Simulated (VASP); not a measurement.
A run of VASP 6.6.1:

File INCAR:

```
SYSTEM = Li
PREC = Accurate ; ENCUT = 520
EDIFF = 1E-6 ; ISMEAR = 0
SIGMA = 0.15 ; LREAL = .False.
LASPH = .True. ; NELM = 80
ALGO = Fast ; ISIF = 2
LWAVE = .False. ; LCHARG = .False.
GGA = PS ; NBANDS = 8
```

KPOINTS

```
regular mesh
0
Gamma
  22 22 22
  0 0 0
```

File POSCAR:

```
Li
1.0
   -1.7739755820      1.7739755820      1.7030165588
    1.7739755820     -1.7739755820      1.7030165588
    1.7739755820      1.7739755820     -1.7030165588
Li
1
Direct
    0.0000000000      0.0000000000      0.0000000000
```

Potentials or basis: VASP PAW PBE potentials, release 64 (Li_sv).

Command:

```sh
$ cat potpaw_PBE.64/Li_sv/POTCAR > POTCAR
$ mpirun -np 1 vasp_std > vasp.out
```

Hardware: 1 thread of Intel(R) Xeon(R) Platinum 8488C (Sapphire Rapids), with other jobs on the host.

**Question.** How long does it take, and how much memory?

**Answer.** Wall time 51 s on 1 thread of Intel(R) Xeon(R) Platinum 8488C (Sapphire Rapids) (shared host), peak memory 0.22 GiB. Counts: scf iterations 12, k points 834.
